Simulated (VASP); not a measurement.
GaP: single point with r2SCAN

GaP:

```
Ga P
1.0
     0.00000    2.72540    2.72540
     2.72540    0.00000    2.72540
     2.72540    2.72540    0.00000
Ga P
1 1
Cartesian
  0.0000 0.0000 0.0000
  1.3627 1.3627 1.3627
```

* Program: VASP 6.6.1
* Task: single point
* Functional: r2SCAN
* Potentials or basis: VASP PAW PBE potentials, release 64 (Ga_d, P)
* Cutoff: 520 eV
* k mesh: 6 × 6 × 6
* Occupations: gaussian, width 0.01 eV
* Spin: no spin polarisation
* Dipole correction: no
* Further INCAR settings: ALGO = Normal; EDIFF = 1e-06; NBANDS = 16; ISYM = 0

The pressure is 0.0 GPa. The band gap on the k mesh is 1.91 eV, indirect (least direct gap 2.34 eV).

Levels at points of the mesh, in eV from the valence-band top:
| k point | band 6 | band 7 | band 8 | band 9 | band 10 | band 11 | band 12 | band 13 |
| --- | --- | --- | --- | --- | --- | --- | --- | --- |
| (0.00, 0.00, 0.00) | -13.02 | 0.00 | 0.00 | 0.00 | 2.34 | 4.19 | 4.19 | 4.19 |
| (0.50, 0.00, 0.00) | -10.86 | -6.85 | -1.17 | -1.17 | 2.04 | 5.05 | 5.05 | 8.83 |
| (0.00, 0.50, 0.00) | -10.86 | -6.85 | -1.17 | -1.17 | 2.04 | 5.05 | 5.05 | 8.83 |
| (0.00, 0.00, 0.50) | -10.86 | -6.85 | -1.17 | -1.17 | 2.04 | 5.05 | 5.05 | 8.83 |
| (0.50, 0.50, 0.50) | -10.86 | -6.85 | -1.17 | -1.17 | 2.04 | 5.05 | 5.05 | 8.83 |
| (0.50, 0.50, 0.00) | -9.92 | -6.96 | -2.80 | -2.80 | 1.91 | 2.10 | 11.35 | 11.35 |
| (0.00, 0.50, 0.50) | -9.92 | -6.96 | -2.80 | -2.80 | 1.91 | 2.10 | 11.35 | 11.35 |
| (0.50, 0.00, 0.50) | -9.92 | -6.96 | -2.80 | -2.80 | 1.91 | 2.10 | 11.35 | 11.35 |

Wall time 3.6 min on 1 thread of Intel(R) Xeon(R) Platinum 8488C (Sapphire Rapids), with other jobs on the host, peak memory 0.21 GiB.

Caveat: the PAW data sets were made with another functional, which shifts forces and pressure a little. A k mesh can miss the band edges.
